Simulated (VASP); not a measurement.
# Mg (P-3m1) in VASP: single point with PBE

Aim: the single point of Mg with PBE.

Program: VASP 6.6.1. These are calculated values, not measurements. Logs are shortened: lines on timing, memory, paths and dates and some standing lists are left out, and cuts for length are marked.

## Step 1: The cell of the first run

Symmetry: P-3m1, No. 164, trigonal system. Conventional cell: a = 3.200 Å, b = 3.200 Å, c = 18.165 Å, α = 90.00°, β = 90.00°, γ = 120.00°. Within 4.2 Å of Mg (site symmetry 3m) lie 12 Mg at 3.18 to 3.20 Å. Mg (site symmetry 3m) has 12 Mg at 3.19 to 3.20 Å within 4.2 Å. Mg (site symmetry -3m) has 12 Mg at 3.19 to 3.20 Å within 4.2 Å. Mg (site symmetry 3m) has 12 Mg at 3.18 to 3.20 Å within 4.2 Å.

## Step 2: Single point, PBE

File INCAR:

```
SYSTEM = Mg
PREC = Accurate
ENCUT = 520
EDIFF = 1E-6
ISMEAR = 0
SIGMA = 0.1
LREAL = .FALSE.
LASPH = .TRUE.
NELM = 100
ALGO = Fast
ISIF = 2
LWAVE = .FALSE.
LCHARG = .FALSE.
GGA = PE
NBANDS = 16
```

File KPOINTS:

```
Automatic mesh
0
G
  30 30 6
  0 0 0
```

File POSCAR:

```
Mg
1.0
    3.2001453132      0.0000000000      0.0000000000
   -1.6000726566      2.7714071370      0.0000000000
    0.0000000000      0.0000000000     18.1645207561
Mg
7
Direct
    0.0000000000      0.0000000000     -0.0006628880
    0.3333333333      0.6666666667      0.1422385447
    0.6666666667      0.3333333333      0.2857142857
    0.0000000000      0.0000000000      0.4291900267
    0.3333333333      0.6666666667      0.5720914595
    0.0000000000      0.0000000000      0.7144642734
    0.3333333333      0.6666666667      0.8569642980
```

Potentials or basis: VASP PAW PBE potentials, release 64 (Mg).

The run is started by

```console
cat potpaw_PBE.64/Mg/POTCAR > POTCAR
mpirun -np 1 vasp_std > vasp.out
```

OUTCAR:

```text
SYSTEM = Mg
   PREC = Accurate
   ENCUT = 520
   EDIFF = 1E-6
   ISMEAR = 0
   LREAL = .FALSE.
   LASPH = .TRUE.
   NELM = 100
   ISIF = 2
   GGA = PE

 ion  position               nearest neighbor table
   1  0.000  0.000  0.999-   7 3.18   7 3.18   7 3.18   2 3.19   2 3.19   2 3.19
   2  0.333  0.667  0.142-   1 3.19   1 3.19   1 3.19   3 3.19   3 3.19   3 3.19
   3  0.667  0.333  0.286-   2 3.19   4 3.19   2 3.19   4 3.19   4 3.19   2 3.19
   4  0.000  0.000  0.429-   5 3.19   5 3.19   5 3.19   3 3.19   3 3.19   3 3.19
   5  0.333  0.667  0.572-   6 3.18   6 3.18   6 3.18   4 3.19   4 3.19   4 3.19
   6  0.000  0.000  0.714-   5 3.18   5 3.18   5 3.18   7 3.18   7 3.18   7 3.18
   7  0.333  0.667  0.857-   1 3.18   1 3.18   1 3.18   6 3.18   6 3.18   6 3.18

  LATTYP: Found a hexagonal cell.
 ALAT       =     3.2001453132
 C/A-ratio  =     5.6761549800

  Lattice vectors:

 A1 = (   3.2001453132,   0.0000000000,   0.0000000000)
 A2 = (  -1.6000726566,   2.7714071370,   0.0000000000)
 A3 = (   0.0000000000,   0.0000000000,  18.1645207561)

Analysis of symmetry for initial positions (statically):
=====================================================================
 Subroutine PRICEL returns:
 Original cell was already a primitive cell.

 Routine SETGRP: Setting up the symmetry group for a
 hexagonal supercell.

 Subroutine GETGRP returns: Found 12 space group operations
 (whereof  6 operations were pure point group operations)
 out of a pool of 24 trial point group operations.

The static configuration has the point symmetry C_3v.
 The point group associated with its full space group is D_3d.

Analysis of symmetry for dynamics (positions and initial velocities):
=====================================================================
 Subroutine PRICEL returns:
 Original cell was already a primitive cell.

 Routine SETGRP: Setting up the symmetry group for a
 hexagonal supercell.

 Subroutine GETGRP returns: Found 12 space group operations
 (whereof  6 operations were pure point group operations)
 out of a pool of 24 trial point group operations.

The dynamic configuration has the point symmetry C_3v.
 The point group associated with its full space group is D_3d.

 Subroutine INISYM returns: Found 12 space group operations
 (whereof  6 operations are pure point group operations),
 and found     1 'primitive' translations

----------------------------------------------------------------------------------------

                                     Primitive cell

  volume of cell :     161.0994

  direct lattice vectors                    reciprocal lattice vectors
     3.200145313  0.000000000  0.000000000     0.312485810  0.180413766  0.000000000
    -1.600072657  2.771407137  0.000000000     0.000000000  0.360827533  0.000000000
     0.000000000  0.000000000 18.164520756     0.000000000  0.000000000  0.055052375

  length of vectors
     3.200145313  3.200145313 18.164520756     0.360827533  0.360827533  0.055052375

  position of ions in fractional coordinates (direct lattice)
     0.000000000  0.000000000  0.999337112
     0.333333333  0.666666667  0.142238545
     0.666666667  0.333333333  0.285714286
     0.000000000  0.000000000  0.429190027
     0.333333333  0.666666667  0.572091460
     0.000000000  0.000000000  0.714464273
     0.333333333  0.666666667  0.856964298

  ion indices of the primitive-cell ions
   primitive index   ion index
                 1           1
                 2           2
                 3           3
                 4           4
                 5           5
                 6           6
                 7           7

----------------------------------------------------------------------------------------

 KPOINTS: Automatic mesh

Automatic generation of k-mesh.
 Grid dimensions read from file:
 generate k-points for:   30   30    6

 Generating k-lattice:

  Cartesian coordinates                     Fractional coordinates (reciprocal lattice)
     0.010416194  0.006013792  0.000000000     0.033333333 -0.000000000  0.000000000
     0.000000000  0.012027584  0.000000000     0.000000000  0.033333333  0.000000000
     0.000000000  0.000000000  0.009175396     0.000000000  0.000000000  0.166666667

  Length of vectors
     0.012027584  0.012027584  0.009175396

  Shift w.r.t. Gamma in fractional coordinates (k-lattice)
     0.000000000  0.000000000  0.000000000

 Subroutine IBZKPT returns following result:
 ===========================================

 Found    514 irreducible k-points:

 Following reciprocal coordinates:
            Coordinates               Weight
  0.000000  0.000000  0.000000      1.000000
  0.033333  0.000000  0.000000      6.000000
  0.066667 -0.000000  0.000000      6.000000
  0.100000  0.000000  0.000000      6.000000
  0.133333  0.000000  0.000000      6.000000
  0.166667 -0.000000  0.000000      6.000000
[... 16 lines left out ...]
  0.233333  0.033333  0.000000     12.000000
  0.266667  0.033333  0.000000     12.000000
 [... further k-points ...]
   k-points           NKPTS =    514   k-points in BZ     NKDIM =    514   number of bands    NBANDS=     16
   number of dos      NEDOS =    301   number of ions     NIONS =      7
   total plane-waves  NPLWV =  80640
   dimension x,y,z NGX =    24 NGY =   24 NGZ =  140
   dimension x,y,z NGXF=    48 NGYF=   48 NGZF=  280
   ions per type =               7
   NGX,Y,Z   is equivalent  to a cutoff of  12.47, 12.47, 12.81 a.u.
   NGXF,Y,Z  is equivalent  to a cutoff of  24.94, 24.94, 25.63 a.u.
 SYSTEM =  Mg
   PREC   = accura    normal or accurate (medium, high low for compatibility)
   ISTART =      0    job   : 0-new  1-cont  2-samecut
   ICHARG =      2    charge: 1-file 2-atom 10-const
   ISPIN  =      1    spin polarized calculation?
   LNONCOLLINEAR =      F non collinear calculations
   LSORBIT =      F    spin-orbit coupling
   LASPH  =      T    aspherical Exc in radial PAW
   ENCUT  =  520.0 eV  38.22 Ry    6.18 a.u.   5.95  5.95 33.77*2*pi/ulx,y,z
   NELM   =    100;   NELMIN=  2; NELMDL= -5     # of ELM steps
   EDIFF  = 0.1E-05   stopping-criterion for ELM
   LREAL  =      F    real-space projection
   EDIFFG = 0.1E-04   stopping-criterion for IOM
   NSW    =      0    number of steps for IOM
   IBRION =     -1    ionic relax: 0-MD 1-quasi-New 2-CG
   NFREE  =      0    steps in history (QN), initial steepest desc. (CG)
   ISIF   =      2    stress and relaxation
   ISYM   =      2    0-nonsym 1-usesym 2-fastsym
   POTIM  = 0.5000    time-step for ionic-motion
   TEBEG  =    0.0;   TEEND  =   0.0 temperature during run
   PSTRESS=    0.0 pullay stress
   NELECT =      14.0000    total number of electrons
   NUPDOWN=      -1.0000    fix difference up-down
   EMIN   =  10.00;   EMAX   =-10.00  energy-range for DOS
   EFERMI =   0.00;   METHOD = LEGACY
   ISMEAR =     0;   SIGMA  =   0.10  broadening in eV -4-tet -1-fermi 0-gaus
   EFERMI_NEDOS =   21; number of points for ismear=-14 and -15
   IALGO  =     68    algorithm
   IMIX   =      4    mixing-type and parameters
     AMIX     =   0.40;   BMIX     =  1.00
     AMIX_MAG =   1.60;   BMIX_MAG =  1.00
  volume/ion in A,a.u.               =      23.01       155.31
  Fermi-wavevector in a.u.,A,eV,Ry     =   0.725136  1.370309  7.154247  0.525822
  Thomas-Fermi vector in A             =   1.815782
   LORBIT       =      0    0 simple, 1 ext, 2 COOP (PROOUT), +10 PAW based schemes
   GGA     = PE    functional components
   LHFCALC =     F    Hartree Fock is set to
   AEXX    =    0.0000 exact exchange contribution
   IVDW    =     0    specifies the selected vdW correction
   LEPSILON=     F    determine dielectric tensor
   LRPA    =     F    only Hartree local field effects (RPA)
 non-spin polarized calculation
 RMM-DIIS sequential band-by-band and
 Gauss-broadening in eV      SIGMA  =   0.10
  energy-cutoff  :      520.00
  volume of cell :      161.10
 maximum number of plane-waves:      4392
   NGX = 11   NGY = 11   NGZ = 67

 number of electron      14.0000000 magnetization

 Free energy of the ion-electron system (eV)
  ---------------------------------------------------
  ext. energy  EPLUGINS =         0.00000000
  ---------------------------------------------------
  free energy    TOTEN  =       -10.52405046 eV

  energy without entropy =      -10.51028739  energy(sigma->0) =      -10.51716892

 E-fermi :   2.6255     XC(G=0):  -8.4835

 val. band max:        2.6210053523   @ k =   0.3667   0.0667   0.1667
 cond. band min:       2.6267736952   @ k =   0.3667   0.0667   0.3333
 fundamental gap:      0.0057683428
 Fermi energy:         2.6254823326

 k-point     1 :       0.0000    0.0000    0.0000
  band No.  band energies     occupation
      1      -4.3021      2.00000
      2      -3.8478      2.00000
      3      -3.8397      2.00000
      4      -2.4887      2.00000
      5      -2.4865      2.00000
      6      -0.2789      2.00000
[... 8 lines left out ...]
     15      13.5719      0.00000
     16      13.6193      0.00000

 k-point     2 :       0.0333    0.0000    0.0000
  band No.  band energies     occupation
      1      -4.2803      2.00000
      2      -3.8261      2.00000
      3      -3.8179      2.00000
      4      -2.4673      2.00000
      5      -2.4650      2.00000
      6      -0.2580      2.00000
[... 8 lines left out ...]
     15      13.0618      0.00000
     16      13.1667      0.00000

 k-point     3 :       0.0667   -0.0000    0.0000
  band No.  band energies     occupation
      1      -4.2148      2.00000
      2      -3.7609      2.00000
      3      -3.7528      2.00000
      4      -2.4030      2.00000
      5      -2.4008      2.00000
      6      -0.1955      2.00000
[... 8 lines left out ...]
     15      12.1943      0.00000
     16      12.2547      0.00000
[... 362 lines left out ...]
 k-point    23 :       0.2333    0.0333    0.0000
  band No.  band energies     occupation
      1      -3.0655      2.00000
      2      -2.6170      2.00000
      3      -2.6087      2.00000
      4      -1.2755      2.00000
      5      -1.2734      2.00000
      6       0.9004      2.00000
[... 8 lines left out ...]
     15       8.1045      0.00000
     16       8.2119      0.00000

 k-point    24 :       0.2667    0.0333    0.0000
  band No.  band energies     occupation
      1      -2.7212      2.00000
      2      -2.2743      2.00000
      3      -2.2661      2.00000
      4      -0.9380      2.00000
      5      -0.9360      2.00000
      6       1.2267      2.00000
[... 8 lines left out ...]
     15       8.0613      0.00000
     16       8.2311      0.00000

 [... further k-points ...]
[... 5 lines left out ...]
  --------------------------------------------------------------------------------------
  -------------------------------------------------------------------------------------
  Total       -0.1981416     -0.1981416      0.0582855      0.0000000      0.0000000      0.0000000
  in kB       -1.9705716     -1.9705716      0.5796655      0.0000000      0.0000000      0.0000000
  external PRESSURE =      -1.1204925 kB  Pullay stress =       0.0000000 kB

 VOLUME and BASIS-vectors are now :
 -----------------------------------------------------------------------------
  energy-cutoff  :      520.00
  volume of cell :      161.10
      direct lattice vectors                 reciprocal lattice vectors
     3.200145313  0.000000000  0.000000000     0.312485810  0.180413766  0.000000000
    -1.600072657  2.771407137  0.000000000     0.000000000  0.360827533  0.000000000
     0.000000000  0.000000000 18.164520756     0.000000000  0.000000000  0.055052375

 POSITION                                       TOTAL-FORCE (eV/Angst)
 -----------------------------------------------------------------------------------
      0.00000      0.00000     18.15248        -0.000000     -0.000000     -0.000015
     -0.00000      1.84760      2.58369        -0.000000      0.000000     -0.000039
      1.60007      0.92380      5.18986        -0.000000     -0.000000     -0.000000
      0.00000      0.00000      7.79603        -0.000000     -0.000000      0.000039
     -0.00000      1.84760     10.39177         0.000000     -0.000000      0.000015
      0.00000      0.00000     12.97790         0.000000      0.000000     -0.000245
     -0.00000      1.84760     15.56635         0.000000     -0.000000      0.000245
 -----------------------------------------------------------------------------------
    total drift:                               -0.000000      0.000000     -0.000000

  FREE ENERGIE OF THE ION-ELECTRON SYSTEM (eV)
  ---------------------------------------------------
  free  energy   TOTEN  =       -10.5240504582 eV

  energy  without entropy=      -10.5102873874  energy(sigma->0) =      -10.51716892
```

Run time: 18 min. Hardware: 1 thread of Intel Xeon 8259CL, shared host; peak memory 1.1 GiB.

Results:

| Property | Result |
| --- | --- |
| Free energy | -10.5241 eV |
| Pressure | -0.1 GPa |
| Band gap on the k mesh | zero (bands 7 and 8 overlap by 2.44 eV) |

Levels at points of the mesh, in eV from the Fermi level:
| k point | band 5 | band 6 | band 7 | band 8 | band 9 | band 10 |
| --- | --- | --- | --- | --- | --- | --- |
| (0.00, 0.00, 0.00) | -5.11 | -2.90 | -2.89 | 0.17 | 0.18 | 3.97 |
| (0.50, 0.00, 0.00) | -1.71 | -1.68 | -0.71 | -0.47 | -0.20 | -0.05 |
| (0.00, 0.00, 0.50) | -4.11 | -4.11 | -1.68 | -1.24 | 1.98 | 1.98 |
| (0.50, 0.00, 0.50) | -1.37 | -1.29 | -1.10 | -0.91 | 0.48 | 0.58 |
